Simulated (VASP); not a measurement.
# CoO (Fm-3m) in VASP: single point with PBE+U

Aim: the single point of CoO with PBE+U.

All numbers are computed with VASP 6.6.1; they aren't measurements. Logs are shortened: lines on timing, memory, paths and dates and some standing lists are left out, and cuts for length are marked.

## (1) The cell of the first run

It takes space group Fm-3m (No. 225, cubic). The conventional cell has a = 4.258 Å, b = 4.258 Å, c = 4.258 Å, α = 90.00°, β = 90.00°, γ = 90.00°. Within 2.8 Å of O (site symmetry m-3m) lie 6 Co at 2.13 Å. Within 2.8 Å of Co (site symmetry m-3m) lie 6 O at 2.13 Å.

## (2) Single point, PBE+U, collinear spin, ferromagnetic start

INCAR reads:

```
ALGO = Normal ; EDIFF = 1E-6
ENCUT = 700 ; GGA = PE
GGA_COMPAT = F ; ISIF = 2
ISMEAR = -1 ; ISPIN = 2
LASPH = T ; LCHARG = T
LDAU = T ; LDAUJ = 0 0
LDAUL = -1 2 ; LDAUPRINT = 1
LDAUTYPE = 2 ; LDAUU = 0 3.32
LELF = T ; LMAXMIX = 4
LORBIT = 11 ; LREAL = F
LVHAR = T ; LWAVE = F
MAGMOM = 0 3 ; NBANDS = 22
NELM = 200 ; PREC = Accurate
SIGMA = 0.03
```

KPOINTS reads:

```
k-points
0
Gamma
  8 8 8
```

POSCAR reads:

```
CoO
1.0
    0.0000000000      2.1290000000      2.1290000000
    2.1290000000      0.0000000000      2.1290000000
    2.1290000000      2.1290000000      0.0000000000
O Co
1 1
Direct
    0.5000000000      0.5000000000      0.5000000000
    0.0000000000      0.0000000000      0.0000000000
```

Potentials or basis: VASP PAW PBE potentials, release 64 (O, Co_sv).

On the command line:

```console
$ cat potpaw_PBE.64/O/POTCAR potpaw_PBE.64/Co_sv/POTCAR > POTCAR
$ mpirun -np 1 vasp_std > vasp.out
```

OUTCAR:

```text
EDIFF = 1E-6
   ENCUT = 700
   GGA = PE
   ISIF = 2
   ISMEAR = -1
   ISPIN = 2
   LASPH = T
   LORBIT = 11
   LREAL = F
   NELM = 200
   PREC = Accurate

 ion  position               nearest neighbor table
   1  0.500  0.500  0.500-   2 2.13   2 2.13   2 2.13   2 2.13   2 2.13   2 2.13
   2  0.000  0.000  0.000-   1 2.13   1 2.13   1 2.13   1 2.13   1 2.13   1 2.13

  LATTYP: Found a face centered cubic cell.
 ALAT       =     4.2580000000

  Lattice vectors:

 A1 = (   0.0000000000,   2.1290000000,   2.1290000000)
 A2 = (   2.1290000000,   0.0000000000,   2.1290000000)
 A3 = (   2.1290000000,   2.1290000000,   0.0000000000)

Analysis of symmetry for initial positions (statically):
=====================================================================
 Subroutine PRICEL returns:
 Original cell was already a primitive cell.

 Routine SETGRP: Setting up the symmetry group for a
 face centered cubic supercell.

 Subroutine GETGRP returns: Found 48 space group operations
 (whereof 48 operations were pure point group operations)
 out of a pool of 48 trial point group operations.

The static configuration has the point symmetry O_h .

Analysis of symmetry for dynamics (positions and initial velocities):
=====================================================================
 Subroutine PRICEL returns:
 Original cell was already a primitive cell.

 Routine SETGRP: Setting up the symmetry group for a
 face centered cubic supercell.

 Subroutine GETGRP returns: Found 48 space group operations
 (whereof 48 operations were pure point group operations)
 out of a pool of 48 trial point group operations.

The dynamic configuration has the point symmetry O_h .

Analysis of structural, dynamic, and magnetic symmetry:
=====================================================================
 Subroutine PRICEL returns:
 Original cell was already a primitive cell.

 Routine SETGRP: Setting up the symmetry group for a
 face centered cubic supercell.

 Subroutine GETGRP returns: Found 48 space group operations
 (whereof 48 operations were pure point group operations)
 out of a pool of 48 trial point group operations.

The overall configuration has the point symmetry O_h .

 Subroutine INISYM returns: Found 48 space group operations
 (whereof 48 operations are pure point group operations),
 and found     1 'primitive' translations

----------------------------------------------------------------------------------------

                                     Primitive cell

  volume of cell :      19.3000

  direct lattice vectors                    reciprocal lattice vectors
     0.000000000  2.129000000  2.129000000    -0.234852043  0.234852043  0.234852043
     2.129000000  0.000000000  2.129000000     0.234852043 -0.234852043  0.234852043
     2.129000000  2.129000000  0.000000000     0.234852043  0.234852043 -0.234852043

  length of vectors
     3.010860674  3.010860674  3.010860674     0.406775671  0.406775671  0.406775671

  position of ions in fractional coordinates (direct lattice)
     0.500000000  0.500000000  0.500000000
     0.000000000  0.000000000  0.000000000

  ion indices of the primitive-cell ions
   primitive index   ion index
                 1           1
                 2           2

----------------------------------------------------------------------------------------

 KPOINTS: k-points

Automatic generation of k-mesh.
 Grid dimensions read from file:
 generate k-points for:    8    8    8

 Generating k-lattice:

  Cartesian coordinates                     Fractional coordinates (reciprocal lattice)
    -0.029356505  0.029356505  0.029356505     0.125000000  0.000000000  0.000000000
     0.029356505 -0.029356505  0.029356505     0.000000000  0.125000000  0.000000000
     0.029356505  0.029356505 -0.029356505     0.000000000  0.000000000  0.125000000

  Length of vectors
     0.050846959  0.050846959  0.050846959

  Shift w.r.t. Gamma in fractional coordinates (k-lattice)
     0.000000000  0.000000000  0.000000000

 Subroutine IBZKPT returns following result:
 ===========================================

 Found     29 irreducible k-points:

 Following reciprocal coordinates:
            Coordinates               Weight
  0.000000  0.000000  0.000000      1.000000
  0.125000  0.000000  0.000000      8.000000
  0.250000  0.000000  0.000000      8.000000
  0.375000  0.000000  0.000000      8.000000
  0.500000  0.000000  0.000000      4.000000
  0.125000  0.125000  0.000000      6.000000
[... 16 lines left out ...]
  0.500000  0.250000  0.125000     48.000000
 -0.375000  0.250000  0.125000     24.000000
 [... further k-points ...]
   k-points           NKPTS =     29   k-points in BZ     NKDIM =     29   number of bands    NBANDS=     22
   number of dos      NEDOS =    301   number of ions     NIONS =      2
   total plane-waves  NPLWV =  21952
   dimension x,y,z NGX =    28 NGY =   28 NGZ =   28
   dimension x,y,z NGXF=    56 NGYF=   56 NGZF=   56
   ions per type =               1   1
   NGX,Y,Z   is equivalent  to a cutoff of  15.46, 15.46, 15.46 a.u.
   NGXF,Y,Z  is equivalent  to a cutoff of  30.92, 30.92, 30.92 a.u.
 SYSTEM =  unknown system
   PREC   = accura    normal or accurate (medium, high low for compatibility)
   ISTART =      0    job   : 0-new  1-cont  2-samecut
   ICHARG =      2    charge: 1-file 2-atom 10-const
   ISPIN  =      2    spin polarized calculation?
   LNONCOLLINEAR =      F non collinear calculations
   LSORBIT =      F    spin-orbit coupling
   LASPH  =      T    aspherical Exc in radial PAW
   ENCUT  =  700.0 eV  51.45 Ry    7.17 a.u.   6.50  6.50  6.50*2*pi/ulx,y,z
   NELM   =    200;   NELMIN=  2; NELMDL= -5     # of ELM steps
   EDIFF  = 0.1E-05   stopping-criterion for ELM
   LREAL  =      F    real-space projection
   EDIFFG = 0.1E-04   stopping-criterion for IOM
   NSW    =      0    number of steps for IOM
   IBRION =     -1    ionic relax: 0-MD 1-quasi-New 2-CG
   NFREE  =      0    steps in history (QN), initial steepest desc. (CG)
   ISIF   =      2    stress and relaxation
   ISYM   =      2    0-nonsym 1-usesym 2-fastsym
   POTIM  = 0.5000    time-step for ionic-motion
   TEBEG  =    0.0;   TEEND  =   0.0 temperature during run
   PSTRESS=    0.0 pullay stress
   NELECT =      23.0000    total number of electrons
   NUPDOWN=      -1.0000    fix difference up-down
   EMIN   =  10.00;   EMAX   =-10.00  energy-range for DOS
   EFERMI =   0.00;   METHOD = LEGACY
   ISMEAR =    -1;   SIGMA  =   0.03  broadening in eV -4-tet -1-fermi 0-gaus
   EFERMI_NEDOS =   21; number of points for ismear=-14 and -15
   IALGO  =     38    algorithm
   IMIX   =      4    mixing-type and parameters
     AMIX     =   0.40;   BMIX     =  1.00
     AMIX_MAG =   1.60;   BMIX_MAG =  1.00
  volume/ion in A,a.u.               =       9.65        65.12
  Fermi-wavevector in a.u.,A,eV,Ry     =   1.735662  3.279925 40.987851  3.012522
  Thomas-Fermi vector in A             =   2.809225
   LORBIT       =     11    0 simple, 1 ext, 2 COOP (PROOUT), +10 PAW based schemes
 LDA+U is selected, type is set to LDAUTYPE =  2
   angular momentum for each species LDAUL =    -1    2
   U (eV)           for each species LDAUU =   0.0  3.3
   J (eV)           for each species LDAUJ =   0.0  0.0
   GGA     = PE    functional components
   LHFCALC =     F    Hartree Fock is set to
   AEXX    =    0.0000 exact exchange contribution
   IVDW    =     0    specifies the selected vdW correction
   LEPSILON=     F    determine dielectric tensor
   LRPA    =     F    only Hartree local field effects (RPA)
 spin polarized calculation
  energy-cutoff  :      700.00
  volume of cell :       19.30
 maximum number of plane-waves:       869
 NGX is ok and might be reduce to    28
   NGX = 13   NGY = 13   NGZ = 13

atom =   2  type =  2  l = 2

 onsite density matrix

spin component  1

  0.9244 -0.0000  0.0000 -0.0000  0.0000
 -0.0000  0.9244 -0.0000 -0.0000  0.0000
  0.0000 -0.0000  0.9554  0.0000 -0.0000
 -0.0000 -0.0000  0.0000  0.9244  0.0000
  0.0000  0.0000 -0.0000  0.0000  0.9554

spin component  2

  0.6057  0.0000 -0.0000  0.0000  0.0000
  0.0000  0.6057 -0.0000  0.0000 -0.0000
 -0.0000 -0.0000  0.0992  0.0000 -0.0000
  0.0000  0.0000  0.0000  0.6057 -0.0000
  0.0000 -0.0000 -0.0000 -0.0000  0.0992

 occupancies and eigenvectors

  o =  0.0992  v =  0.0000  0.0000  0.0000  0.0000  0.0000  0.0000  0.0000 -0.0043 -0.0000  1.0000      0.0000  0.0000  0.0000  0.0000  0.0000  0.0000  0.0000  0.0000  0.0000  0.0000
  o =  0.0992  v =  0.0000  0.0000  0.0000  0.0000  0.0000  0.0000  0.0000  1.0000 -0.0000  0.0043      0.0000  0.0000  0.0000  0.0000  0.0000  0.0000  0.0000  0.0000  0.0000  0.0000
  o =  0.6057  v =  0.0000  0.0000  0.0000  0.0000  0.0000  0.0000  0.8200 -0.0000 -0.5723 -0.0000      0.0000  0.0000  0.0000  0.0000  0.0000  0.0000  0.0000  0.0000  0.0000  0.0000
  o =  0.6057  v =  0.0000  0.0000  0.0000  0.0000  0.0000  0.0000 -0.5723  0.0000 -0.8200 -0.0000      0.0000  0.0000  0.0000  0.0000  0.0000  0.0000  0.0000  0.0000  0.0000  0.0000
  o =  0.6057  v =  0.0000  0.0000  0.0000  0.0000  0.0000  1.0000  0.0000  0.0000  0.0000  0.0000      0.0000  0.0000  0.0000  0.0000  0.0000  0.0000  0.0000  0.0000  0.0000  0.0000
  o =  0.9244  v =  0.0000 -0.9674  0.0000 -0.2532 -0.0000  0.0000  0.0000  0.0000  0.0000  0.0000      0.0000  0.0000  0.0000  0.0000  0.0000  0.0000  0.0000  0.0000  0.0000  0.0000
  o =  0.9244  v =  1.0000  0.0000  0.0000  0.0000  0.0000  0.0000  0.0000  0.0000  0.0000  0.0000      0.0000  0.0000  0.0000  0.0000  0.0000  0.0000  0.0000  0.0000  0.0000  0.0000
  o =  0.9244  v =  0.0000  0.2532 -0.0000 -0.9674  0.0000  0.0000  0.0000  0.0000  0.0000  0.0000      0.0000  0.0000  0.0000  0.0000  0.0000  0.0000  0.0000  0.0000  0.0000  0.0000
  o =  0.9554  v =  0.0000 -0.0000 -1.0000 -0.0000 -0.0034  0.0000  0.0000  0.0000  0.0000  0.0000      0.0000  0.0000  0.0000  0.0000  0.0000  0.0000  0.0000  0.0000  0.0000  0.0000
  o =  0.9554  v =  0.0000 -0.0000 -0.0034  0.0000  1.0000  0.0000  0.0000  0.0000  0.0000  0.0000      0.0000  0.0000  0.0000  0.0000  0.0000  0.0000  0.0000  0.0000  0.0000  0.0000

 number of electron      23.0000013 magnetization       2.9997210

 Free energy of the ion-electron system (eV)
  ---------------------------------------------------
  ext. energy  EPLUGINS =         0.00000000
  ---------------------------------------------------
  free energy    TOTEN  =       -11.05079330 eV

  energy without entropy =      -11.03720536  energy(sigma->0) =      -11.04399933

 E-fermi :   8.6350     XC(G=0): -12.6771

 val. band max:        8.6344221424   @ k =   0.5000   0.2500   0.1250
 cond. band min:       8.6387368707   @ k =   0.2500   0.2500   0.0000
 fundamental gap:      0.0043147283
 Fermi energy:         8.6349991279

 spin component 1

 k-point     1 :       0.0000    0.0000    0.0000
  band No.  band energies     occupation
      1     -88.1375      1.00000
      2     -51.3843      1.00000
      3     -51.3843      1.00000
      4     -51.3843      1.00000
      5     -11.1203      1.00000
      6       4.0712      1.00000
[... 14 lines left out ...]
     21      30.2712      0.00000
     22      33.1238      0.00000
[... 552 lines left out ...]
  band No.  band energies     occupation
      1     -88.1335      1.00000
      2     -51.4156      1.00000
      3     -51.3984      1.00000
      4     -51.3923      1.00000
      5      -9.8155      1.00000
      6       1.3559      1.00000
[... 14 lines left out ...]
     21      36.7851      0.00000
     22      37.7831      0.00000

 [... further k-points ...]

 spin component 2

 k-point     1 :       0.0000    0.0000    0.0000
  band No.  band energies     occupation
      1     -84.8988      1.00000
      2     -48.2188      1.00000
      3     -48.2186      1.00000
      4     -48.2186      1.00000
      5     -10.6949      1.00000
      6       6.4617      1.00000
[... 14 lines left out ...]
     21      31.2929      0.00000
     22      35.0211      0.00000
[... 552 lines left out ...]
  band No.  band energies     occupation
      1     -84.8941      1.00000
      2     -48.2563      1.00000
      3     -48.2355      1.00000
      4     -48.2281      1.00000
      5      -9.3077      1.00000
      6       2.0636      1.00000
[... 14 lines left out ...]
     21      37.1547      0.00000
     22      38.7542      0.00000

 [... further k-points ...]

------------------------ aborting loop because EDIFF is reached ----------------------------------------

  FORCE on cell =-STRESS in cart. coord.  units (eV):
  Direction    XX          YY          ZZ          XY          YZ          ZX
  --------------------------------------------------------------------------------------
  -------------------------------------------------------------------------------------
  Total       -0.0351527     -0.0351527     -0.0351527     -0.0000000      0.0000000      0.0000000
  in kB       -2.9181838     -2.9181838     -2.9181838     -0.0000000      0.0000000      0.0000000
  external PRESSURE =      -2.9181838 kB  Pullay stress =       0.0000000 kB

 VOLUME and BASIS-vectors are now :
 -----------------------------------------------------------------------------
  energy-cutoff  :      700.00
  volume of cell :       19.30
      direct lattice vectors                 reciprocal lattice vectors
     0.000000000  2.129000000  2.129000000    -0.234852043  0.234852043  0.234852043
     2.129000000  0.000000000  2.129000000     0.234852043 -0.234852043  0.234852043
     2.129000000  2.129000000  0.000000000     0.234852043  0.234852043 -0.234852043

 POSITION                                       TOTAL-FORCE (eV/Angst)
 -----------------------------------------------------------------------------------
      2.12900      2.12900      2.12900         0.000000      0.000000     -0.000000
      0.00000      0.00000      0.00000        -0.000000     -0.000000      0.000000
 -----------------------------------------------------------------------------------
    total drift:                                0.000000      0.000000      0.000000

  FREE ENERGIE OF THE ION-ELECTRON SYSTEM (eV)
  ---------------------------------------------------
  free  energy   TOTEN  =       -11.0507932962 eV

  energy  without entropy=      -11.0372053602  energy(sigma->0) =      -11.04399933

 total charge

# of ion       s       p       d       tot
------------------------------------------
    1        1.548   3.458   0.000   5.006
    2        2.145   6.065   6.674  14.883
--------------------------------------------------
tot          3.692   9.523   6.674  19.889

 magnetization (x)

# of ion       s       p       d       tot
------------------------------------------
    1        0.025   0.228   0.000   0.254
    2        0.013   0.011   2.664   2.689
--------------------------------------------------
tot          0.039   0.239   2.664   2.942
```

It took 64 s on 1 thread of Intel Xeon Platinum 8259CL at 2.50GHz (Skylake/Cascade Lake), shared host; peak memory 0.18 GiB.

What came out:

| Item | Value |
| --- | --- |
| Free energy | -11.0508 eV |
| Pressure | -0.3 GPa |
| Band gap on the k mesh | zero (filled and empty bands overlap) |
| Net moment | 3.00 μB per cell |
| Site moments | O +0.25; Co +2.69 μB |
| Valence electrons inside the program's atomic spheres | O 5.01; Co 14.88 |

Levels at points of the mesh, in eV from the Fermi level:
Spin up:
```csv
k point,band 11,band 12,band 13,band 14,band 15,band 16
"(0.00, 0.00, 0.00)",-2.65,-2.65,-2.65,1.33,17.12,17.98
"(0.50, 0.00, 0.00)",-2.69,-0.26,-0.26,5.37,9.70,13.69
"(0.50, 0.50, 0.00)",-3.68,-3.25,-3.25,6.10,10.23,11.52
```
Spin down:
| k point | band 8 | band 9 | band 10 | band 11 | band 12 | band 13 |
| --- | --- | --- | --- | --- | --- | --- |
| (0.00, 0.00, 0.00) | -2.17 | -1.13 | -1.13 | -1.13 | 1.66 | 1.66 |
| (0.50, 0.00, 0.00) | -4.01 | -0.10 | -0.10 | 0.19 | 4.10 | 4.10 |
| (0.50, 0.50, 0.00) | -3.45 | -2.23 | 0.07 | 0.07 | 2.19 | 2.60 |

Eigenvalues of the final occupation matrices:
| site | spin | trace | eigenvalues |
| --- | --- | --- | --- |
| site 2 d | 1 | 4.68 | 0.92 0.92 0.92 0.96 0.96 |
| site 2 d | 2 | 2.02 | 0.10 0.10 0.61 0.61 0.61 |

Caveat: a cell with one magnetic atom can't hold antiferromagnetic order, which such compounds often take. The state reached can hang on the start; a lower one may exist.
